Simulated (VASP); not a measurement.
Write the native input for VASP 6.6.1 that does the following.

* Task: single point
* Functional: PBE
* Dispersion: D3(BJ)
* Potentials or basis: VASP PAW PBE potentials, release 64 (W_sv, Se)
* Cutoff: 520 eV
* k mesh: 9 × 9 × 4
* Occupations: gaussian, width 0.05 eV
* Spin: no spin polarisation
* Dipole correction: no
* Further INCAR settings: ALGO = Normal; EDIFF = 1e-07; NBANDS = 20

The structure of WSe2 lies in POSCAR:

```
WSe2
1.0
    3.2024211823      0.0000000000      0.0000000000
   -1.6012105912      2.7733780975      0.0000000000
    0.0000000000      0.0000000000      7.3327815212
W Se
1 2
Direct
    0.0000000000      0.0000000000      0.0000000000
    0.3333333333      0.6666666667      0.2405528385
    0.3333333333      0.6666666667      0.7594471615
```

This cell differs from its parent crystal: strain +e along x and -e along y +0.0000, strain +e along z and -e/2 along x and y +0.0467.

One way to write it, as run:

INCAR

```
PREC     = Accurate       # precision mode
ENCUT    = 520            # plane-wave cutoff, eV
EDIFF    = 1E-7           # SCF threshold, eV
ISMEAR   = 0              # smearing method
SIGMA    = 0.05           # smearing width, eV
LREAL    = F              # projectors in reciprocal space
LASPH    = T              # aspherical terms in the spheres
NELM     = 80             # most SCF steps
ALGO     = Normal         # electronic algorithm
ISIF     = 2              # what is computed and relaxed
LWAVE    = F              # write WAVECAR
LCHARG   = T              # write CHGCAR
GGA      = PE             # functional
IVDW     = 12             # dispersion correction
LELF     = T              # ELF
LVHAR    = T            
NBANDS   = 20             # bands
```

KPOINTS

```
Automatic mesh
0
Gamma
  9 9 4
```

Potentials or basis: VASP PAW PBE potentials, release 64 (W_sv, Se).

Launch:

```bash
$ cat potpaw_PBE.64/W_sv/POTCAR potpaw_PBE.64/Se/POTCAR > POTCAR
$ mpirun -np 1 vasp_std > vasp.out
```

It gave:

```
Pressure                   : -0.4 GPa
Largest force              : 0.708 eV/Å
Band gap on the k mesh     : 1.11 eV (least direct gap 1.94 eV)
Dispersion energy per atom : -0.433 eV
```

Caveat: the cell differs from its parent crystal (strain +e along x and -e along y +0.0000, strain +e along z and -e/2 along x and y +0.0467); spin-orbit coupling is left out, which moves the levels of the heavy elements; an odd mesh through Γ misses points on the zone boundary, where band edges can lie.

Wall time 61 s on 1 thread of AMD EPYC 7R13, with other jobs on the host, peak memory 0.18 GiB.
